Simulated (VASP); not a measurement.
SiC, 64 atoms in the cell. The structure is hexagonal, space group P6_3mc (No. 186). Conventional cell: a = 3.094 Å, b = 3.094 Å, c = 10.129 Å, α = 90.00°, β = 90.00°, γ = 120.00°. Within 2.5 Å of Si (site symmetry 3m) lie 4 C at 1.90 Å. Within 2.5 Å of Si (site symmetry 3m) lie 4 C at 1.89 to 1.90 Å. C (site symmetry 3m) has 4 Si at 1.89 to 1.90 Å within 2.5 Å. Within 2.5 Å of C (site symmetry 3m) lie 4 Si at 1.90 Å. 

| Quantity | Value |
| --- | --- |
| Program | VASP 6.6.1 |
| Task | single point |
| Functional | PBE |
| Potentials or basis | VASP PAW PBE potentials, release 64 (Si, C) |
| Cutoff | 520 eV |
| k mesh | 2 × 2 × 2, shifted |
| Occupations | gaussian, width 0.01 eV |
| Spin | no spin polarisation |
| Dipole correction | no |
| Further INCAR settings | LREAL = Auto; ALGO = Normal; EDIFF = 1e-06; NBANDS = 166 |

Potentials or basis: VASP PAW PBE potentials, release 64 (Si, C).

Command:

```sh
$ cat potpaw_PBE.64/Si/POTCAR potpaw_PBE.64/C/POTCAR > POTCAR
$ mpirun -np 1 vasp_std > vasp.out
```

Hardware: 1 thread of Intel(R) Xeon(R) Platinum 8488C (Sapphire Rapids), with other jobs on the host.

Task: Estimate the wall time of this run.

Result: Run time: 5.7 min on 1 thread of Intel(R) Xeon(R) Platinum 8488C (Sapphire Rapids), with other jobs on the host, peak memory 0.68 GiB. Counts: scf iterations 16, k points 2.
